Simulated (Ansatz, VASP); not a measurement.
Rb2Mg: VASP beside Ansatz

Contents of INCAR:

```
SYSTEM = Rb2Mg
  PREC = Accurate
  ENCUT = 520
  EDIFF = 1E-7
  ISMEAR = -1
  SIGMA = 0.05
  LREAL = .False.
  LASPH = .True.
  NELM = 80
  ALGO = Fast
  ISIF = 2
  LWAVE = .False.
  LCHARG = .False.
  GGA = PE
  NBANDS = 29
```

KPOINTS

```
Automatic mesh
0
Gamma
  5 5 5
  0 0 0
```

File POSCAR:

```
Rb2Mg
1.0
   -5.0025420000      5.0025420000      3.5813310000
    5.0025420000     -5.0025420000      3.5813310000
    5.0025420000      5.0025420000     -3.5813310000
Rb Mg
4 2
Direct
    0.8316300000      0.3247510000      0.1621070000
    0.1638280000      0.6643180000      0.8311500000
    0.3290970000      0.1562910000      0.4927380000
    0.6623390000      0.8308890000      0.5017090000
    0.2509180000      0.2514660000      0.0065800000
    0.7520160000      0.7491900000     -0.0027350000
```

The input input.yaml:

```yaml
crystal:
  lattice:
    - [-5.002542, 5.002542, 3.581331]
    - [5.002542, -5.002542, 3.581331]
    - [5.002542, 5.002542, -3.581331]
  atoms:
    - { symbol: Rb, position: [0.83163, 0.324751, 0.162107] }
    - { symbol: Rb, position: [0.163828, 0.664318, 0.83115] }
    - { symbol: Rb, position: [0.329097, 0.156291, 0.492738] }
    - { symbol: Rb, position: [0.662339, 0.830889, 0.501709] }
    - { symbol: Mg, position: [0.250918, 0.251466, 0.00658] }
    - { symbol: Mg, position: [0.752016, 0.74919, -0.002735] }
hamiltonian:
  xc: pbe
  pseudopotentials: { kind: paw }
kpoints:
  mp_grid: { grid: [5, 5, 5] }
scf:
  occupations: { method: fermi_dirac, width: 0.05 }
output:
  forces: true
  stress: true
  eigenvalues: true
  write_density: true
  write_potential: true
  elf: true
  volumetric_format: npy
```

Change from the starting cell: atoms moved at random, drawn with an rms of 0.05 Å.

Alike in both runs: task single point; functional PBE; k mesh 5 × 5 × 5; occupations fermi-dirac, width 0.05 eV; no spin polarisation.

```csv
,VASP,Ansatz
version,VASP 6.6.1,Ansatz 0.2.0
potentials or method,"VASP PAW PBE potentials, release 64 (Rb_sv, Mg)",Ansatz PAW
plane-wave cutoff (eV),520,420
valence electrons in the cell,40,56
```

|  | VASP | Ansatz | Ansatz less VASP |
| --- | --- | --- | --- |
| gap on the k mesh at the Fermi level (eV) | none | none | - |
| pressure (GPa) | 0.0 | 0.0 | 0.00 |
| rms of the force components (eV/Å) | 0.022 | 0.022 | 0.0000 |

Atom by atom the forces differ by 0.000 eV/Å (rms over components). A gap of «none» marks a metal or a gap that the smearing closes. With one functional, cell and mesh, what is left measures potentials, basis and numerics. VASP's potentials hold 40 valence electrons a cell and Ansatz's 56, so a difference there can come from the potentials and not from the codes.
